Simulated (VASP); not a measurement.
Input of a VASP 6.6.1 run:

File INCAR:

```
SYSTEM = Al3N
PREC = Accurate
ENCUT = 520
EDIFF = 1E-6
ISMEAR = 0
SIGMA = 0.1
LREAL = .False.
LASPH = .True.
NELM = 60
ALGO = Normal
ISIF = 2
LWAVE = .False.
LCHARG = .False.
LDIPOL = .True.
IDIPOL = 3
DIPOL = 0.5 0.5 0.352
GGA = PE
IBRION = 2
NSW = 36
EDIFFG = -0.025
```

The input KPOINTS:

```
Automatic mesh
0
Gamma
  9 9 1
  0 0 0
```

POSCAR

```
Al3N
1.0
    2.8571514048      0.0000000000      0.0000000000
   -1.4285757024      2.4743656990      0.0000000000
    0.0000000000      0.0000000000     20.1016425018
Al N
3 1
Selective dynamics
Direct
    0.6666666667      0.3333333333      0.1989887145  F F F
    0.3333333333      0.6666666667      0.3134533094  F F F
    0.0000000000      0.0000000000      0.4279074459  F F F
    0.3333333333      0.6666666667      0.4668361138  F F T
```

Potentials or basis: VASP PAW PBE potentials, release 64 (Al, N).

Launch:

```sh
$ cat potpaw_PBE.64/Al/POTCAR potpaw_PBE.64/N/POTCAR > POTCAR
$ mpirun -np 1 vasp_std > vasp.out
```

(1) Predict the energy gained by relaxing.

(2) What does it give for the band gap on the k mesh?

## Answers

(1) 145.6 meV/atom.

(2) zero (band 7 reaches 0.22 eV, above the bottom of band 8 at -0.40 eV).
